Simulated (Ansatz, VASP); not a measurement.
## One calculation of Cl, two programs

The input POSCAR:

```
Cl
1.0
    3.2708731548     -2.1007828437      0.0000000000
    3.2708731548      2.1007828437      0.0000000000
    0.0000000000      0.0000000000      8.1465598679
Cl
4
Direct
    0.8769287276      0.1230712724      0.6060634690
    0.1230712724      0.8769287276      0.3939365310
    0.6230712724      0.3769287276      0.1060634690
    0.3769287276      0.6230712724      0.8939365310
```

Contents of INCAR.step1:

```
SYSTEM = Cl
PREC = Accurate
ENCUT = 520
ISMEAR = 0
SIGMA = 0.01
LREAL = .FALSE.
LASPH = .TRUE.
NELM = 100
NBANDS = 22
GGA = PE
ALGO = Normal
EDIFF = 1E-4
LWAVE = .TRUE.
LCHARG = .FALSE.
```

File INCAR.step2:

```
SYSTEM = Cl
PREC = Accurate
ENCUT = 520
EDIFF = 1E-6
ISMEAR = 0
SIGMA = 0.01
LREAL = .FALSE.
LASPH = .TRUE.
NELM = 100
ALGO = Normal
ISIF = 2
LWAVE = .FALSE.
LCHARG = .FALSE.
METAGGA = R2SCAN
LMIXTAU = .TRUE.
NBANDS = 22
ISTART = 1
```

File KPOINTS:

```
regular mesh
0
G
  8 8 4
  0 0 0
```

Input for Ansatz:

```yaml
crystal:
  lattice:
    - [3.2708731548, -2.1007828437, 0.0]
    - [3.2708731548, 2.1007828437, 0.0]
    - [0.0, 0.0, 8.1465598679]
  atoms:
    - { symbol: Cl, position: [0.8769287276, 0.1230712724, 0.606063469] }
    - { symbol: Cl, position: [0.1230712724, 0.8769287276, 0.393936531] }
    - { symbol: Cl, position: [0.6230712724, 0.3769287276, 0.106063469] }
    - { symbol: Cl, position: [0.3769287276, 0.6230712724, 0.893936531] }
kpoints:
  mp_grid: { grid: [8, 8, 4] }
  band_path:
    path:
      - [0.0, 0.0, 0.0]
      - [0.5, 0.5, 0.0]
      - [0.353127604, 0.646872396, 0.0]
      - [-0.353127604, 0.353127604, 0.0]
      - [0.0, 0.0, 0.5]
      - [-0.353127604, 0.353127604, 0.5]
      - [0.353127604, 0.646872396, 0.5]
      - [0.5, 0.5, 0.5]
      - [0.0, 0.5, 0.0]
    npoints: 1
hamiltonian:
  xc: r2scan
scf:
  occupations: { method: fixed }
  n_extra_bands: 5
output:
  forces: true
  stress: true
  eigenvalues: true
  write_density: true
  write_potential: true
  elf: true
  volumetric_format: npy
```

Change from the starting cell: biaxial_xy strain +4.7%.

Alike in both runs: task single point; functional r2SCAN; k mesh 8 × 8 × 4; no spin polarisation.

|  | VASP | Ansatz |
| --- | --- | --- |
| version | VASP 6.6.1 | Ansatz 0.2.0 |
| potentials or method | VASP PAW PBE potentials, release 64 (Cl) | plane waves, PAW |
| plane-wave cutoff (eV) | 520 | 500 |
| occupations | gaussian, width 0.01 eV | fixed |
| valence electrons in the cell | 28 | 28 |

|  | VASP | Ansatz | Ansatz less VASP |
| --- | --- | --- | --- |
| gap on the k mesh at the Fermi level (eV) | 2.78 | 2.75 | -0.029 |
| pressure (GPa) | -0.5 | -0.1 | +0.44 |
| traceless stress, the component that is largest in VASP (GPa) | -0.42 | 0.00 | +0.428 |
| rms of the force components (eV/Å) | 0.133 | 0.024 | -0.1092 |

VASP's potentials were made for PBE, not for r2SCAN. Atom by atom the forces differ by 0.109 eV/Å (rms over components).
